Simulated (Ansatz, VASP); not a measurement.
Two plane-wave programs on TiO2

```xyz
3
Lattice="0.0000 2.3968 2.3968 2.3968 0.0000 2.3968 2.3968 2.3968 0.0000" Properties=species:S:1:pos:R:3 pbc="T T T"
Ti    0.0000    0.0000    0.0000
O     3.5952    3.5952    3.5952
O     1.1984    1.1984    1.1984
```

Alike in both runs: task single point; functional HSE06; k mesh 6 × 6 × 6; no spin polarisation.

|  | VASP | Ansatz |
| --- | --- | --- |
| version | VASP 6.6.1 | Ansatz 0.2.0 |
| potentials or method | VASP PAW PBE potentials, release 64 (Ti_sv, O) | plane waves, PAW |
| plane-wave cutoff (eV) | 520 | 420 |
| occupations | gaussian, width 0.01 eV | fixed |
| valence electrons in the cell | 24 | 24 |

|  | VASP | Ansatz | Ansatz less VASP |
| --- | --- | --- | --- |
| gap on the k mesh at the Fermi level (eV) | 2.60 | 2.63 | +0.031 |
| pressure (GPa) | -3.0 | -3.9 | -0.95 |

Ansatz's warnings: stress exchange threshold loose, stress scf threshold loose.
